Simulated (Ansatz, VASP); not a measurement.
**One calculation of Hf4Si, two programs**

```
Hf Si
1.0
    -1.73449    1.73449    8.47619
     1.73449   -1.73449    8.47619
     1.73449    1.73449   -8.47619
Hf Si
4 1
Direct
  0.19100 0.19100 0.00000
  0.58379 0.58379 0.00000
  0.41621 0.41621 0.00000
  0.80900 0.80900 0.00000
  0.00000 0.00000 0.00000
```

Alike in both runs: functional PBE; k mesh 12 × 12 × 12; occupations gaussian, width 0.1 eV; no spin polarisation.

Ansatz relaxed the structure, and its values are those at the end. VASP's run is a single point on that final structure, the one shown.

|  | VASP | Ansatz |
| --- | --- | --- |
| version | VASP 6.6.1 | Ansatz 0.2.0 |
| potentials or method | VASP PAW PBE potentials, release 64 (Hf_pv, Si), cutoff 520 eV | scalar-relativistic, plane waves, PAW |
| valence electrons in the cell | 44 | 108 |

```csv
,VASP,Ansatz,Ansatz less VASP
gap on the k mesh at the Fermi level (eV),none,none,-
pressure (GPa),-0.4,0.0,+0.36
rms of the force components (eV/Å),0.003,0.000,-0.0030
```

A gap of «none» marks a metal or a gap that the smearing closes. VASP's potentials hold 44 valence electrons a cell and Ansatz's 108, so a difference there can come from the potentials and not from the codes.

Neither program's run includes spin-orbit coupling.
